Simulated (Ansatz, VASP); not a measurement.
This is a calculation of TiSi2 for VASP 6.6.1.

INCAR

```
SYSTEM = TiSi2
PREC = Accurate ; ENCUT = 520
EDIFF = 1E-6 ; ISMEAR = -1
SIGMA = 0.05 ; LREAL = .False.
LASPH = .True. ; NELM = 60
ALGO = Normal ; ISIF = 2
LWAVE = .False. ; LCHARG = .False.
GGA = PS ; NBANDS = 29
```

File KPOINTS:

```
Automatic mesh
0
Gamma
  7 7 6
  0 0 0
```

File POSCAR:

```
TiSi2
1.0
    1.7651050250     -6.7592815350      0.0000000000
    1.7651050250      6.7592815350      0.0000000000
    0.0000000000      0.0000000000      3.5651739700
Ti Si
2 4
Direct
    0.1031180800      0.8968819200      0.2500000000
    0.8968819200      0.1031180800      0.7500000000
    0.7503148200      0.2496851800      0.2500000000
    0.2496851800      0.7503148200      0.7500000000
    0.4417485500      0.5582514500      0.2500000000
    0.5582514500      0.4417485500      0.7500000000
```

Potentials or basis: VASP PAW PBE potentials, release 64 (Ti_sv, Si).

Launch:

```bash
$ cat potpaw_PBE.64/Ti_sv/POTCAR potpaw_PBE.64/Si/POTCAR > POTCAR
$ mpirun -np 1 vasp_std > vasp.out
```

Question: Translate it to Ansatz 0.2.0. Potentials there: Ansatz PAW.

Answer: As run (the cutoff follows the program's own potentials):

input.yaml

```yaml
crystal:
  lattice:
    - [1.765105025, -6.759281535, 0.0]
    - [1.765105025, 6.759281535, 0.0]
    - [0.0, 0.0, 3.56517397]
  atoms:
    - { symbol: Ti, position: [0.10311808, 0.89688192, 0.25] }
    - { symbol: Ti, position: [0.89688192, 0.10311808, 0.75] }
    - { symbol: Si, position: [0.75031482, 0.24968518, 0.25] }
    - { symbol: Si, position: [0.24968518, 0.75031482, 0.75] }
    - { symbol: Si, position: [0.44174855, 0.55825145, 0.25] }
    - { symbol: Si, position: [0.55825145, 0.44174855, 0.75] }
hamiltonian:
  xc: pbesol
  pseudopotentials: { kind: paw }
kpoints:
  mp_grid: { grid: [7, 7, 6] }
scf:
  occupations: { method: fermi_dirac, width: 0.05 }
output:
  forces: true
  stress: true
  eigenvalues: true
```

Potentials or basis: Ansatz PAW.

Run with:

```console
$ ansatz run input.yaml --threads 2 --pin off --max-ram 5632MiB --backend cpu --events-out ev --progress --plain --runs-dir out
```

Both were run:

|  | VASP | Ansatz | Ansatz less VASP |
| --- | --- | --- | --- |
| gap on the k mesh at the Fermi level (eV) | none | none | - |
| pressure (GPa) | -2.1 | -2.2 | -0.08 |
| traceless stress, the component that is largest in VASP (GPa) | 0.28 | 0.24 | -0.030 |
| rms of the force components (eV/Å) | 0.071 | 0.071 | +0.0002 |

VASP's potentials were made for PBE, not for PBEsol. Atom by atom the forces differ by 0.000 eV/Å (rms over components). A gap of «none» marks a metal or a gap that the smearing closes.
